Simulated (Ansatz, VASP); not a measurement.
## Two plane-wave programs on CdTe

```xyz
4
Lattice="4.3383 0.0000 0.0000 -2.1692 3.7571 0.0000 0.0000 0.0000 7.1356" Properties=species:S:1:pos:R:3 pbc="T T T"
Cd    0.0000    0.0000    0.0000
Cd    0.0000    0.0000    3.5678
Te    0.0000    2.5047    1.7839
Te    2.1692    1.2524    5.3517
```

Alike in both runs: functional PBE; k mesh 12 × 12 × 6; occupations gaussian, width 0.1 eV; no spin polarisation.

Ansatz relaxed the structure, and its values are those at the end. VASP's run is a single point on that final structure, the one shown.

```csv
,VASP,Ansatz
version,VASP 6.6.1,Ansatz 0.2.0
potentials or method,"VASP PAW PBE potentials, release 64 (Cd, Te), cutoff 500 eV","scalar-relativistic, plane waves, PAW"
valence electrons in the cell,36,72
```

Ansatz gave:

```
gap on the k mesh at the Fermi level (eV) : none
pressure (GPa)                            : 0.0
```

Question: Estimate VASP's values.

Answer: gap on the k mesh at the Fermi level (eV): none; pressure (GPa): 0.1.

A gap of «none» marks a metal or a gap that the smearing closes. With one functional, cell and mesh, what is left measures potentials, basis and numerics. VASP's potentials hold 36 valence electrons a cell and Ansatz's 72, so a difference there can come from the potentials and not from the codes.

Spin-orbit coupling is off throughout.
